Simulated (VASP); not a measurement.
# MgF2 (P4_2/mnm) in VASP: notebook

MgF2 is run at these levels: PBEsol; tasks: single point, relaxation of shape and atoms at fixed volume.

Everything below comes from runs of VASP 6.6.1. Logs are shortened: lines on timing, memory, paths and dates and some standing lists are left out, and cuts for length are marked.

### 1 The cell of the first run

It takes space group P4_2/mnm (No. 136, tetragonal). The conventional cell has a = 4.811 Å, b = 4.811 Å, c = 3.132 Å, α = 90.00°, β = 90.00°, γ = 90.00°. Mg (site symmetry mmm) has 6 F at 2.05 to 2.08 Å within 2.7 Å. F (site symmetry m2m) has 3 Mg at 2.05 to 2.08 Å and 1 F at 2.64 Å within 2.7 Å.

### 2 Single point, PBEsol (12.08 Å³/atom)

The input, INCAR:

```
ALGO = Normal
EDIFF = 1E-6
ENCUT = 600
GGA = PS
GGA_COMPAT = False
ISIF = 2
ISMEAR = 0
LASPH = True
LCHARG = True
LELF = True
LREAL = False
LVHAR = True
LWAVE = False
NBANDS = 25
NELM = 120
PREC = Accurate
SIGMA = 0.02
```

The input, KPOINTS:

```
k-points
0
Gamma
  6 6 8
```

The input, POSCAR:

```
MgF2
1.0
    4.8105372457      0.0000000000      0.0000000000
    0.0000000000      4.8105372457      0.0000000000
    0.0000000000      0.0000000000      3.1321826054
Mg F
2 4
Direct
    0.0000000000      0.0000000000      0.0000000000
    0.5000000000      0.5000000000      0.5000000000
    0.3059553379      0.3059553379      0.0000000000
    0.1940446621      0.8059553379      0.5000000000
    0.6940446621      0.6940446621      0.0000000000
    0.8059553379      0.1940446621      0.5000000000
```

Potentials or basis: VASP PAW PBE potentials, release 64 (Mg, F).

On the command line:

```bash
> cat potpaw_PBE.64/Mg/POTCAR potpaw_PBE.64/F/POTCAR > POTCAR
> mpirun -np 1 vasp_std > vasp.out
```

OUTCAR:

```text
EDIFF = 1E-6
   ENCUT = 600
   GGA = PS
   ISIF = 2
   ISMEAR = 0
   LASPH = True
   LREAL = False
   NELM = 120
   PREC = Accurate

 ion  position               nearest neighbor table
   1  0.000  0.000  0.000-   4 2.05   6 2.05   4 2.05   6 2.05   5 2.08   3 2.08
   2  0.500  0.500  0.500-   3 2.05   5 2.05   3 2.05   5 2.05   4 2.08   6 2.08
   3  0.306  0.306  0.000-   2 2.05   2 2.05   1 2.08
   4  0.194  0.806  0.500-   1 2.05   1 2.05   2 2.08
   5  0.694  0.694  0.000-   2 2.05   2 2.05   1 2.08
   6  0.806  0.194  0.500-   1 2.05   1 2.05   2 2.08

  LATTYP: Found a simple tetragonal cell.
 ALAT       =     4.8105372457
 C/A-ratio  =     0.6511086902

  Lattice vectors:

 A1 = (   4.8105372457,   0.0000000000,   0.0000000000)
 A2 = (   0.0000000000,   4.8105372457,   0.0000000000)
 A3 = (   0.0000000000,   0.0000000000,   3.1321826054)

Analysis of symmetry for initial positions (statically):
=====================================================================
 Subroutine PRICEL returns:
 Original cell was already a primitive cell.

 Routine SETGRP: Setting up the symmetry group for a
 simple tetragonal supercell.

 Subroutine GETGRP returns: Found 16 space group operations
 (whereof  8 operations were pure point group operations)
 out of a pool of 16 trial point group operations.

The static configuration has the point symmetry D_2h.
 The point group associated with its full space group is D_4h.

Analysis of symmetry for dynamics (positions and initial velocities):
=====================================================================
 Subroutine PRICEL returns:
 Original cell was already a primitive cell.

 Routine SETGRP: Setting up the symmetry group for a
 simple tetragonal supercell.

 Subroutine GETGRP returns: Found 16 space group operations
 (whereof  8 operations were pure point group operations)
 out of a pool of 16 trial point group operations.

The dynamic configuration has the point symmetry D_2h.
 The point group associated with its full space group is D_4h.

 Subroutine INISYM returns: Found 16 space group operations
 (whereof  8 operations are pure point group operations),
 and found     1 'primitive' translations

----------------------------------------------------------------------------------------

[... 101 lines left out ...]
   LREAL  =      F    real-space projection
   EDIFFG = 0.1E-04   stopping-criterion for IOM
   NSW    =      0    number of steps for IOM
   IBRION =     -1    ionic relax: 0-MD 1-quasi-New 2-CG
   NFREE  =      0    steps in history (QN), initial steepest desc. (CG)
   ISIF   =      2    stress and relaxation
   ISYM   =      2    0-nonsym 1-usesym 2-fastsym
   POTIM  = 0.5000    time-step for ionic-motion
   TEBEG  =    0.0;   TEEND  =   0.0 temperature during run
   PSTRESS=    0.0 pullay stress
   NELECT =      32.0000    total number of electrons
   NUPDOWN=      -1.0000    fix difference up-down
   EMIN   =  10.00;   EMAX   =-10.00  energy-range for DOS
   EFERMI =   0.00;   METHOD = LEGACY
   ISMEAR =     0;   SIGMA  =   0.02  broadening in eV -4-tet -1-fermi 0-gaus
   EFERMI_NEDOS =   21; number of points for ismear=-14 and -15
   IALGO  =     38    algorithm
   IMIX   =      4    mixing-type and parameters
     AMIX     =   0.40;   BMIX     =  1.00
     AMIX_MAG =   1.60;   BMIX_MAG =  1.00
  volume/ion in A,a.u.               =      12.08        81.52
  Fermi-wavevector in a.u.,A,eV,Ry     =   1.246561  2.355658 21.142276  1.553913
  Thomas-Fermi vector in A             =   2.380733
   LORBIT       =      0    0 simple, 1 ext, 2 COOP (PROOUT), +10 PAW based schemes
   GGA     = PS    functional components
   LHFCALC =     F    Hartree Fock is set to
   AEXX    =    0.0000 exact exchange contribution
   IVDW    =     0    specifies the selected vdW correction
   LEPSILON=     F    determine dielectric tensor
   LRPA    =     F    only Hartree local field effects (RPA)
 non-spin polarized calculation
 Gauss-broadening in eV      SIGMA  =   0.02
  energy-cutoff  :      600.00
  volume of cell :       72.48
 maximum number of plane-waves:      2464
 NGX is ok and might be reduce to    40
   NGX = 19   NGY = 19   NGZ = 13

 number of electron      32.0000004 magnetization

 Free energy of the ion-electron system (eV)
  ---------------------------------------------------
  ext. energy  EPLUGINS =         0.00000000
  ---------------------------------------------------
  free energy    TOTEN  =       -32.42653069 eV

  energy without entropy =      -32.42653069  energy(sigma->0) =      -32.42653069

 E-fermi :  -1.7855     XC(G=0):  -9.4685

 val. band max:       -1.9140521070   @ k =   0.0000   0.0000   0.0000
 cond. band min:       4.3713828079   @ k =   0.0000   0.0000   0.0000
 fundamental gap:      6.2854349149
 Fermi energy:        -1.7855196634

 k-point     1 :       0.0000    0.0000    0.0000
  band No.  band energies     occupation
      1     -22.2019      2.00000
      2     -21.5541      2.00000
      3     -21.5541      2.00000
      4     -21.5029      2.00000
      5      -5.6574      2.00000
      6      -4.0330      2.00000
[... 661 lines left out ...]
     24      13.0976      0.00000
     25      14.8282      0.00000

 [... further k-points ...]

------------------------ aborting loop because EDIFF is reached ----------------------------------------

  FORCE on cell =-STRESS in cart. coord.  units (eV):
  Direction    XX          YY          ZZ          XY          YZ          ZX
  --------------------------------------------------------------------------------------
  -------------------------------------------------------------------------------------
  Total       -3.7370277     -3.7370277     -3.7663019      0.0000000      0.0000000      0.0000000
  in kB      -82.6043024    -82.6043024    -83.2513861      0.0000000      0.0000000      0.0000000
  external PRESSURE =     -82.8199970 kB  Pullay stress =       0.0000000 kB

 VOLUME and BASIS-vectors are now :
 -----------------------------------------------------------------------------
  energy-cutoff  :      600.00
  volume of cell :       72.48
      direct lattice vectors                 reciprocal lattice vectors
     4.810537246  0.000000000  0.000000000     0.207876989  0.000000000  0.000000000
     0.000000000  4.810537246  0.000000000     0.000000000  0.207876989  0.000000000
     0.000000000  0.000000000  3.132182605     0.000000000  0.000000000  0.319266188

 POSITION                                       TOTAL-FORCE (eV/Angst)
 -----------------------------------------------------------------------------------
      0.00000      0.00000      0.00000         0.000000      0.000000      0.000000
      2.40527      2.40527      1.56609         0.000000      0.000000      0.000000
      1.47181      1.47181      0.00000         0.008121      0.008121     -0.000000
      0.93346      3.87708      1.56609        -0.008121      0.008121     -0.000000
      3.33873      3.33873      0.00000        -0.008121     -0.008121      0.000000
      3.87708      0.93346      1.56609         0.008121     -0.008121      0.000000
 -----------------------------------------------------------------------------------
    total drift:                                0.000000     -0.000000     -0.000000

  FREE ENERGIE OF THE ION-ELECTRON SYSTEM (eV)
  ---------------------------------------------------
  free  energy   TOTEN  =       -32.4265306856 eV

  energy  without entropy=      -32.4265306856  energy(sigma->0) =      -32.42653069
```

OSZICAR:

```text
N       E                     dE             d eps       ncg     rms          rms(c)
DAV:   1     0.181023681407E+03    0.18102E+03   -0.18937E+04  2620   0.133E+03
DAV:   2    -0.249604850940E+02   -0.20598E+03   -0.19645E+03  3078   0.292E+02
DAV:   3    -0.345791228363E+02   -0.96186E+01   -0.95831E+01  3114   0.611E+01
DAV:   4    -0.346355366702E+02   -0.56414E-01   -0.56404E-01  2817   0.533E+00
DAV:   5    -0.346358318904E+02   -0.29522E-03   -0.29521E-03  3006   0.380E-01    0.897E+00
DAV:   6    -0.324259327730E+02    0.22099E+01   -0.69728E+00  2772   0.185E+01    0.311E+00
DAV:   7    -0.324140267113E+02    0.11906E-01   -0.60950E-02  2653   0.176E+00    0.190E+00
DAV:   8    -0.324259212102E+02   -0.11894E-01   -0.59576E-02  2668   0.237E+00    0.212E-01
DAV:   9    -0.324261281062E+02   -0.20690E-03   -0.17369E-03  3135   0.290E-01    0.796E-02
DAV:  10    -0.324265272470E+02   -0.39914E-03   -0.26822E-04  2676   0.128E-01    0.870E-03
DAV:  11    -0.324265296075E+02   -0.23605E-05   -0.63818E-06  3114   0.195E-02    0.318E-03
DAV:  12    -0.324265308915E+02   -0.12841E-05   -0.30816E-06  2670   0.119E-02    0.333E-03
DAV:  13    -0.324265306856E+02    0.20595E-06   -0.63930E-07  1438   0.614E-03
   1 F= -.32426531E+02 E0= -.32426531E+02  d E =-.452961E-22
```

stdout:

```text
POSCAR found type information on POSCAR MgF
 POSCAR found :  2 types and       6 ions
 scaLAPACK will be used
 -----------------------------------------------------------------------------
|                                                                             |
|                                                                             |
|     You enforced a specific xc type in the INCAR file but a different       |
|     I HOPE YOU KNOW WHAT YOU ARE DOING!                                     |
|                                                                             |
 -----------------------------------------------------------------------------

 LDA part: xc-table for (Slater+PW92), standard interpolation
 POSCAR, INCAR and KPOINTS ok, starting setup
 FFT: planning ... GRIDC
 FFT: planning ... GRID_SOFT
 FFT: planning ... GRID
 WAVECAR not read
 entering main loop
```

Wall time 78 s (1 thread of Oxide Virtual Turin-like, shared host); peak memory 0.22 GiB.

What came out:

```yaml
Free_energy: -32.4265 eV
Pressure: -8.3 GPa
Largest_force: 0.011 eV/Å
Band_gap_on_the_k_mesh: 6.29 eV
```

Forces on the atoms (eV/Å):
```
Mg   0.000  0.000  0.000
Mg   0.000  0.000  0.000
F    0.008  0.008  0.000
F   -0.008  0.008  0.000
F   -0.008 -0.008  0.000
F    0.008 -0.008  0.000
```

Levels at points of the mesh, in eV from the valence-band top:
| k point | band 12 | band 13 | band 14 | band 15 | band 16 | band 17 | band 18 | band 19 | band 20 | band 21 |
| --- | --- | --- | --- | --- | --- | --- | --- | --- | --- | --- |
| (0.00, 0.00, 0.00) | -1.11 | -0.72 | -0.30 | -0.30 | 0.00 | 6.29 | 11.41 | 11.41 | 12.84 | 13.49 |
| (0.50, 0.00, 0.00) | -1.22 | -0.91 | -0.91 | -0.35 | -0.35 | 8.57 | 8.57 | 12.61 | 12.61 | 14.44 |
| (0.50, 0.50, 0.00) | -1.15 | -0.83 | -0.83 | -0.67 | -0.67 | 10.03 | 10.03 | 10.43 | 10.43 | 16.58 |
| (0.00, 0.00, 0.50) | -1.30 | -0.95 | -0.95 | -0.76 | -0.76 | 10.89 | 10.89 | 14.09 | 14.09 | 14.64 |
| (0.50, 0.00, 0.50) | -1.20 | -0.67 | -0.67 | -0.58 | -0.58 | 11.82 | 11.82 | 12.32 | 12.32 | 14.82 |
| (0.50, 0.50, 0.50) | -1.28 | -0.52 | -0.52 | -0.47 | -0.47 | 12.10 | 12.10 | 12.55 | 12.55 | 13.66 |

Caveat: the cell stands under tension; the PAW data sets were made with another functional, which shifts forces and pressure a little. A k mesh can miss the band edges.

[end of part 1 of 2]
